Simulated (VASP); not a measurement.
Write the native input for VASP 6.6.1 that does the following.

```
Task                   : relaxation of cell and atoms
Functional             : PBE
Potentials or basis    : VASP PAW PBE potentials, release 64 (Sm_3, Ta_pv), 4f in core
Cutoff                 : 500 eV
k mesh                 : 4 × 4 × 4
Occupations            : gaussian, width 0.2 eV
Spin                   : no spin polarisation
Dipole correction      : no
Mended                 : yes
Further INCAR settings : ALGO = Normal; EDIFF = 1e-07; IBRION = 2; EDIFFG = -0.08; NSW = 36; ISIF = 3
```

The structure of Sm3Ta lies in POSCAR:

```
Sm3Ta
1.0
    4.6592334300      0.0000000000      0.0000000000
    0.0000000000      4.6592334300      0.0000000000
    0.0000000000      0.0000000000      4.6592334300
Sm Ta
3 1
Direct
    0.0000000000      0.5000000000      0.5000000000
    0.5000000000      0.0000000000      0.5000000000
    0.5000000000      0.5000000000      0.0000000000
    0.0000000000      0.0000000000      0.0000000000
```

The cell was built from a structure type or drawn by symmetry, and may not be a known phase.

One way to write it, as run:

INCAR

```
ALGO = Normal
EDIFF = 1E-7
EDIFFG = -0.08
ENCUT = 500
GGA = PE
GGA_COMPAT = F
IBRION = 2
ISIF = 3
ISMEAR = 0
LASPH = T
LCHARG = F
LMAXMIX = 6
LREAL = F
LWAVE = F
NELM = 200
NELMIN = 4
NSW = 36
PREC = Accurate
SIGMA = 0.2
```

KPOINTS

```
k-points
0
Gamma
  4 4 4
```

Potentials or basis: VASP PAW PBE potentials, release 64 (Sm_3, Ta_pv), 4f in core.

The run is started by

```console
$ cat potpaw_PBE.64/Sm_3/POTCAR potpaw_PBE.64/Ta_pv/POTCAR > POTCAR
$ mpirun -np 1 vasp_std > vasp.out
```

It gave:

- Relaxed volume: 28.19 Å³/atom
- Relaxed cell: a = 4.831 Å, b = 4.831 Å, c = 4.831 Å, α = 90.00°, β = 90.00°, γ = 90.00°
- Space group after relaxing (to 0.1 Å): Pm-3m (No. 221)
- Energy gained by relaxing: 62.4 meV/atom
- Ionic steps: 3
- Pressure after relaxing: 0.0 GPa
- Band gap on the k mesh: zero (bands 22 and 23 overlap by 1.13 eV)

Caveat: spin-orbit coupling is left out, which moves the levels of the heavy elements; the 4f electrons are frozen in the core, so they carry no moment and show no levels.

Run time: 87 s on 1 thread of Intel(R) Xeon(R) 6975P-C (Granite Rapids) (shared host), peak memory 0.22 GiB.
